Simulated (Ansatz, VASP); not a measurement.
One calculation of Mg4TiN, two programs

```xyz
6
Lattice="4.8492 0.0000 0.0000 -2.4246 4.1996 0.0000 0.0000 0.0000 5.3043" Properties=species:S:1:pos:R:3 pbc="T T T"
Mg    0.0000    2.7997    3.9867
Mg    0.0000    2.7997    1.3176
Mg    2.4246    1.3999    3.9867
Mg    2.4246    1.3999    1.3176
Ti    0.0000    0.0000    0.0000
N     0.0000    0.0000    2.6522
```

Change from the starting cell: species swapped into the ZrTiB4 type (P6/mmm, No. 191).

Alike in both runs: functional PBE; k mesh 6 × 6 × 4; occupations gaussian, width 0.1 eV; no spin polarisation.

Ansatz relaxed the structure, and its values are those at the end. VASP's run is a single point on that final structure, the one shown.

|  | VASP | Ansatz |
| --- | --- | --- |
| version | VASP 6.6.1 | Ansatz 0.2.0 |
| potentials or method | VASP PAW PBE potentials, release 64 (Mg, Ti_sv, N), cutoff 520 eV | scalar-relativistic, plane waves, PAW |
| valence electrons in the cell | 25 | 57 |

```csv
,VASP,Ansatz,Ansatz less VASP
gap on the k mesh at the Fermi level (eV),none,none,-
pressure (GPa),-0.2,-0.2,+0.03
rms of the force components (eV/Å),0.013,0.009,-0.0038
```

A gap of «none» marks a metal or a gap that the smearing closes. VASP's potentials hold 25 valence electrons a cell and Ansatz's 57, so a difference there can come from the potentials and not from the codes.
